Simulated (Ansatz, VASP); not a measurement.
# Al2Cu: VASP beside Ansatz

INCAR

```
SYSTEM = Al2Cu
  ALGO = Normal
  EDIFF = 1E-7
  ENCUT = 520
  GGA = PS
  ISIF = 2
  ISMEAR = 0
  LASPH = .True.
  LCHARG = .False.
  LREAL = .False.
  LWAVE = .False.
  NBANDS = 16
  NELM = 100
  PREC = Accurate
  SIGMA = 0.1
```

KPOINTS

```
k-points
0
Gamma
  4 4 6
  0 0 0
```

The input POSCAR:

```
Al2Cu
1.0
    4.0866984621      0.0013549814     -0.0100177851
    0.0013549814      4.1025583957      0.0178365925
   -0.0070556074      0.0125624568      2.9085422956
Al Cu
2 1
Direct
    0.4687560276      0.0117958310      0.4766540501
    0.0213922591      0.5074259987      0.4270045301
    0.0251393845      0.0352885078      0.0181625366
```

Input for Ansatz:

```yaml
crystal:
  lattice:
    - [4.0866984621, 0.0013549814, -0.0100177851]
    - [0.0013549814, 4.1025583957, 0.0178365925]
    - [-0.0070556074, 0.0125624568, 2.9085422956]
  atoms:
    - { symbol: Al, position: [0.4687560276, 0.011795831, 0.4766540501] }
    - { symbol: Al, position: [0.0213922591, 0.5074259987, 0.4270045301] }
    - { symbol: Cu, position: [0.0251393845, 0.0352885078, 0.0181625366] }
basis:
  ecutwfc: 420
kpoints:
  mp_grid: { grid: [4, 4, 6] }
hamiltonian:
  xc: pbesol
scf:
  occupations: { method: gaussian, width: 0.1 }
output:
  forces: true
  stress: true
  eigenvalues: true
```

Change from the starting cell: kmesh displaced: [4, 4, 6] Gamma-centred.

Alike in both runs: task single point; functional PBEsol; k mesh 4 × 4 × 6; occupations gaussian, width 0.1 eV; no spin polarisation.

```csv
,VASP,Ansatz
version,VASP 6.6.1,Ansatz 0.2.0
potentials or method,"VASP PAW PBE potentials, release 64 (Al, Cu), cutoff 520 eV","scalar-relativistic, plane waves, PAW"
valence electrons in the cell,17,25
```

|  | VASP | Ansatz | Ansatz less VASP |
| --- | --- | --- | --- |
| gap on the k mesh at the Fermi level (eV) | none | none | - |
| pressure (GPa) | 2.1 | 1.9 | -0.25 |
| traceless stress, the component that is largest in VASP (GPa) | 2.87 | 2.86 | -0.005 |
| rms of the force components (eV/Å) | 1.146 | 1.140 | -0.0057 |

VASP's potentials were made for PBE, not for PBEsol. Atom by atom the forces differ by 0.006 eV/Å (rms over components). A gap of «none» marks a metal or a gap that the smearing closes. With one functional, cell and mesh, what is left measures potentials, basis and numerics. VASP's potentials hold 17 valence electrons a cell and Ansatz's 25, so a difference there can come from the potentials and not from the codes.

The k mesh is coarse, so the values compare programs but aren't converged.
